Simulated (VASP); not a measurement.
# Cd2HgTe3 (I-4m2) in VASP: single point with PBE

Aim: the single point of Cd2HgTe3 with PBE.

Everything below comes from runs of VASP 6.6.1. Logs are shortened: lines on timing, memory, paths and dates and some standing lists are left out, and cuts for length are marked.

## Step 1: The cell of the first run

The structure is tetragonal, space group I-4m2 (No. 119). Conventional cell: a = 4.692 Å, b = 4.692 Å, c = 19.867 Å, α = 90.00°, β = 90.00°, γ = 90.00°. Within 3.8 Å of Cd (site symmetry 2mm) lie 4 Te at 2.87 Å. Hg (site symmetry -4m2) has 4 Te at 2.88 Å within 3.8 Å. Te (site symmetry 2mm) has 2 Cd at 2.87 Å and 2 Hg at 2.88 Å within 3.8 Å. Te (site symmetry -4m2) has 4 Cd at 2.87 Å within 3.8 Å.

## Step 2: Single point, PBE

File INCAR:

```
SYSTEM = Cd2HgTe3
PREC = Accurate
ENCUT = 520
EDIFF = 1E-6
ISMEAR = 0
SIGMA = 0.1
LREAL = .FALSE.
LASPH = .TRUE.
NELM = 60
ALGO = Normal
ISIF = 2
LWAVE = .FALSE.
LCHARG = .TRUE.
GGA = PE
LELF = .TRUE.
LVHAR = .TRUE.
NBANDS = 36
```

File KPOINTS:

```
regular mesh
0
G
  6 6 6
  0 0 0
```

File POSCAR:

```
Cd2HgTe3
1.0
   -2.3461650000      2.3461650000      9.9333700000
    2.3461650000     -2.3461650000      9.9333700000
    2.3461650000      2.3461650000     -9.9333700000
Cd Hg Te
2 1 3
Direct
    0.6668560000      0.6668560000      0.0000000000
    0.3331440000      0.3331440000      0.0000000000
    0.0000000000      0.0000000000      0.0000000000
    0.5839490000      0.0839490000      0.5000000000
    0.2500000000      0.7500000000      0.5000000000
    0.9160510000      0.4160510000      0.5000000000
```

Potentials or basis: VASP PAW PBE potentials, release 64 (Cd, Hg, Te).

Started as:

```console
cat potpaw_PBE.64/Cd/POTCAR potpaw_PBE.64/Hg/POTCAR potpaw_PBE.64/Te/POTCAR > POTCAR
mpirun -np 1 vasp_std > vasp.out
```

OUTCAR:

```text
SYSTEM = Cd2HgTe3
   PREC = Accurate
   ENCUT = 520
   EDIFF = 1E-6
   ISMEAR = 0
   LREAL = .FALSE.
   LASPH = .TRUE.
   NELM = 60
   ISIF = 2
   GGA = PE

 ion  position               nearest neighbor table
   1  0.667  0.667  0.000-   4 2.87   4 2.87   5 2.87   5 2.87
   2  0.333  0.333  0.000-   6 2.87   6 2.87   5 2.87   5 2.87
   3  0.000  0.000  0.000-   4 2.88   6 2.88   4 2.88   6 2.88
   4  0.584  0.084  0.500-   1 2.87   1 2.87   3 2.88   3 2.88
   5  0.250  0.750  0.500-   2 2.87   1 2.87   2 2.87   1 2.87
   6  0.916  0.416  0.500-   2 2.87   2 2.87   3 2.88   3 2.88

  LATTYP: Found a body centered tetragonal cell.
 ALAT       =     4.6923300000
 C/A-ratio  =     4.2338752816

  Lattice vectors:

 A1 = (  -2.3461650000,   2.3461650000,   9.9333700000)
 A2 = (   2.3461650000,  -2.3461650000,   9.9333700000)
 A3 = (   2.3461650000,   2.3461650000,  -9.9333700000)

Analysis of symmetry for initial positions (statically):
=====================================================================
 Subroutine PRICEL returns:
 Original cell was already a primitive cell.

 Routine SETGRP: Setting up the symmetry group for a
 body centered tetragonal supercell.

 Subroutine GETGRP returns: Found  8 space group operations
 (whereof  8 operations were pure point group operations)
 out of a pool of 16 trial point group operations.

The static configuration has the point symmetry D_2d.

Analysis of symmetry for dynamics (positions and initial velocities):
=====================================================================
 Subroutine PRICEL returns:
 Original cell was already a primitive cell.

 Routine SETGRP: Setting up the symmetry group for a
 body centered tetragonal supercell.

 Subroutine GETGRP returns: Found  8 space group operations
 (whereof  8 operations were pure point group operations)
 out of a pool of 16 trial point group operations.

The dynamic configuration has the point symmetry D_2d.

 Subroutine INISYM returns: Found  8 space group operations
 (whereof  8 operations are pure point group operations),
 and found     1 'primitive' translations

----------------------------------------------------------------------------------------

                                     Primitive cell

  volume of cell :     218.7126

  direct lattice vectors                    reciprocal lattice vectors
    -2.346165000  2.346165000  9.933370000     0.000000000  0.213113741  0.050335385
     2.346165000 -2.346165000  9.933370000     0.213113741  0.000000000  0.050335385
     2.346165000  2.346165000 -9.933370000     0.213113741  0.213113741  0.000000000

  length of vectors
    10.472861117 10.472861117 10.472861117     0.218977436  0.218977436  0.301388343

  position of ions in fractional coordinates (direct lattice)
     0.666856000  0.666856000  0.000000000
     0.333144000  0.333144000  0.000000000
     0.000000000  0.000000000  0.000000000
     0.583949000  0.083949000  0.500000000
     0.250000000  0.750000000  0.500000000
     0.916051000  0.416051000  0.500000000

  ion indices of the primitive-cell ions
   primitive index   ion index
                 1           1
                 2           2
                 3           3
                 4           4
                 5           5
                 6           6

----------------------------------------------------------------------------------------

 KPOINTS: regular mesh

Automatic generation of k-mesh.
 Grid dimensions read from file:
 generate k-points for:    6    6    6

 Generating k-lattice:

  Cartesian coordinates                     Fractional coordinates (reciprocal lattice)
     0.000000000  0.035518957  0.008389231     0.166666667  0.000000000 -0.000000000
     0.035518957  0.000000000  0.008389231     0.000000000  0.166666667 -0.000000000
     0.035518957  0.035518957  0.000000000     0.000000000  0.000000000  0.166666667

  Length of vectors
     0.036496239  0.036496239  0.050231390

  Shift w.r.t. Gamma in fractional coordinates (k-lattice)
     0.000000000  0.000000000  0.000000000

 Subroutine IBZKPT returns following result:
 ===========================================

 Found     30 irreducible k-points:

 Following reciprocal coordinates:
            Coordinates               Weight
  0.000000  0.000000  0.000000      1.000000
  0.166667 -0.000000  0.000000      8.000000
  0.333333 -0.000000  0.000000      8.000000
  0.500000 -0.000000  0.000000      4.000000
  0.166667  0.166667  0.000000      8.000000
  0.333333  0.166667  0.000000     16.000000
[... 16 lines left out ...]
 -0.333333 -0.333333  0.166667      8.000000
 -0.166667 -0.333333  0.166667      8.000000
 [... further k-points ...]
   k-points           NKPTS =     30   k-points in BZ     NKDIM =     30   number of bands    NBANDS=     36
   number of dos      NEDOS =    301   number of ions     NIONS =      6
   total plane-waves  NPLWV = 512000
   dimension x,y,z NGX =    80 NGY =   80 NGZ =   80
   dimension x,y,z NGXF=   160 NGYF=  160 NGZF=  160
   ions per type =               2   1   3
   NGX,Y,Z   is equivalent  to a cutoff of  12.70, 12.70, 12.70 a.u.
   NGXF,Y,Z  is equivalent  to a cutoff of  25.40, 25.40, 25.40 a.u.
 SYSTEM =  Cd2HgTe3
   PREC   = accura    normal or accurate (medium, high low for compatibility)
   ISTART =      0    job   : 0-new  1-cont  2-samecut
   ICHARG =      2    charge: 1-file 2-atom 10-const
   ISPIN  =      1    spin polarized calculation?
   LNONCOLLINEAR =      F non collinear calculations
   LSORBIT =      F    spin-orbit coupling
   LASPH  =      T    aspherical Exc in radial PAW
   ENCUT  =  520.0 eV  38.22 Ry    6.18 a.u.  19.47 19.47 19.47*2*pi/ulx,y,z
   NELM   =     60;   NELMIN=  2; NELMDL= -5     # of ELM steps
   EDIFF  = 0.1E-05   stopping-criterion for ELM
   LREAL  =      F    real-space projection
   EDIFFG = 0.1E-04   stopping-criterion for IOM
   NSW    =      0    number of steps for IOM
   IBRION =     -1    ionic relax: 0-MD 1-quasi-New 2-CG
   NFREE  =      0    steps in history (QN), initial steepest desc. (CG)
   ISIF   =      2    stress and relaxation
   ISYM   =      2    0-nonsym 1-usesym 2-fastsym
   POTIM  = 0.5000    time-step for ionic-motion
   TEBEG  =    0.0;   TEEND  =   0.0 temperature during run
   PSTRESS=    0.0 pullay stress
   NELECT =      54.0000    total number of electrons
   NUPDOWN=      -1.0000    fix difference up-down
   EMIN   =  10.00;   EMAX   =-10.00  energy-range for DOS
   EFERMI =   0.00;   METHOD = LEGACY
   ISMEAR =     0;   SIGMA  =   0.10  broadening in eV -4-tet -1-fermi 0-gaus
   EFERMI_NEDOS =   21; number of points for ismear=-14 and -15
   IALGO  =     38    algorithm
   IMIX   =      4    mixing-type and parameters
     AMIX     =   0.40;   BMIX     =  1.00
     AMIX_MAG =   1.60;   BMIX_MAG =  1.00
  volume/ion in A,a.u.               =      36.45       245.99
  Fermi-wavevector in a.u.,A,eV,Ry     =   1.027026  1.940798 14.351191  1.054783
  Thomas-Fermi vector in A             =   2.160950
   LORBIT       =      0    0 simple, 1 ext, 2 COOP (PROOUT), +10 PAW based schemes
   GGA     = PE    functional components
   LHFCALC =     F    Hartree Fock is set to
   AEXX    =    0.0000 exact exchange contribution
   IVDW    =     0    specifies the selected vdW correction
   LEPSILON=     F    determine dielectric tensor
   LRPA    =     F    only Hartree local field effects (RPA)
 non-spin polarized calculation
 Gauss-broadening in eV      SIGMA  =   0.10
  energy-cutoff  :      520.00
  volume of cell :      218.71
 maximum number of plane-waves:      5925
 NGX is ok and might be reduce to    80
   NGX = 39   NGY = 39   NGZ = 39

 number of electron      53.9999994 magnetization

 Free energy of the ion-electron system (eV)
  ---------------------------------------------------
  ext. energy  EPLUGINS =         0.00000000
  ---------------------------------------------------
  free energy    TOTEN  =       -13.25187059 eV

  energy without entropy =      -13.25090229  energy(sigma->0) =      -13.25138644

 E-fermi :   2.0169     XC(G=0):  -8.3209

 val. band max:        1.9991289077   @ k =   0.0000   0.0000   0.0000
 cond. band min:       2.6192902079   @ k =  -0.1667  -0.1667   0.1667
 fundamental gap:      0.6201613002
 Fermi energy:         2.0168905813

 k-point     1 :       0.0000    0.0000    0.0000
  band No.  band energies     occupation
      1      -9.0967      2.00000
      2      -8.7070      2.00000
      3      -8.6961      2.00000
      4      -6.2362      2.00000
      5      -6.2362      2.00000
      6      -6.1690      2.00000
[... 28 lines left out ...]
     35       6.4876      0.00000
     36       8.8658      0.00000

 k-point     2 :       0.1667   -0.0000    0.0000
  band No.  band energies     occupation
      1      -9.0283      2.00000
      2      -8.7204      2.00000
      3      -8.6564      2.00000
      4      -6.2312      2.00000
      5      -6.2103      2.00000
      6      -6.1963      2.00000
[... 28 lines left out ...]
     35       6.9029      0.00000
     36       7.8020      0.00000

 k-point     3 :       0.3333   -0.0000    0.0000
  band No.  band energies     occupation
      1      -8.8682      2.00000
      2      -8.7077      2.00000
      3      -8.6361      2.00000
      4      -6.2186      2.00000
      5      -6.2057      2.00000
      6      -6.1860      2.00000
[... 28 lines left out ...]
     35       7.3859      0.00000
     36       7.4817      0.00000
[... 742 lines left out ...]
 k-point    23 :      -0.3333   -0.3333    0.1667
  band No.  band energies     occupation
      1      -8.9324      2.00000
      2      -8.7883      2.00000
      3      -8.5911      2.00000
      4      -6.2213      2.00000
      5      -6.1921      2.00000
      6      -6.1836      2.00000
[... 28 lines left out ...]
     35       7.2554      0.00000
     36       7.3621      0.00000

 k-point    24 :      -0.1667   -0.3333    0.1667
  band No.  band energies     occupation
      1      -9.0056      2.00000
      2      -8.7907      2.00000
      3      -8.6098      2.00000
      4      -6.2311      2.00000
      5      -6.2098      2.00000
      6      -6.1948      2.00000
[... 28 lines left out ...]
     35       6.8043      0.00000
     36       7.6202      0.00000

 [... further k-points ...]
[... 5 lines left out ...]
  --------------------------------------------------------------------------------------
  -------------------------------------------------------------------------------------
  Total        0.1018060      0.1018060      0.0695075      0.0000000      0.0000000      0.0000000
  in kB        0.7457791      0.7457791      0.5091766      0.0000000      0.0000000      0.0000000
  external PRESSURE =       0.6669116 kB  Pullay stress =       0.0000000 kB

 VOLUME and BASIS-vectors are now :
 -----------------------------------------------------------------------------
  energy-cutoff  :      520.00
  volume of cell :      218.71
      direct lattice vectors                 reciprocal lattice vectors
    -2.346165000  2.346165000  9.933370000     0.000000000  0.213113741  0.050335385
     2.346165000 -2.346165000  9.933370000     0.213113741  0.000000000  0.050335385
     2.346165000  2.346165000 -9.933370000     0.213113741  0.213113741  0.000000000

 POSITION                                       TOTAL-FORCE (eV/Angst)
 -----------------------------------------------------------------------------------
      0.00000      0.00000     13.24825        -0.000000     -0.000000     -0.000432
      0.00000      0.00000      6.61849         0.000000      0.000000      0.000432
      0.00000      0.00000      0.00000        -0.000000     -0.000000     -0.000000
      0.00000      2.34617      1.66779         0.000000      0.000000      0.000485
      2.34617      0.00000      4.96669        -0.000000     -0.000000     -0.000000
      0.00000      2.34617      8.26558        -0.000000     -0.000000     -0.000485
 -----------------------------------------------------------------------------------
    total drift:                               -0.000001      0.000001     -0.000000

  FREE ENERGIE OF THE ION-ELECTRON SYSTEM (eV)
  ---------------------------------------------------
  free  energy   TOTEN  =       -13.2518705947 eV

  energy  without entropy=      -13.2509022866  energy(sigma->0) =      -13.25138644
```

It took 15 min on 1 thread of Intel Xeon Platinum 8259CL at 2.50GHz (Skylake/Cascade Lake), shared host; peak memory 1 GiB.

What came out:

| Item | Value |
| --- | --- |
| Free energy | -13.2519 eV |
| Pressure | 0.1 GPa |

Caveat: spin-orbit coupling is left out, which moves the levels of the heavy elements.
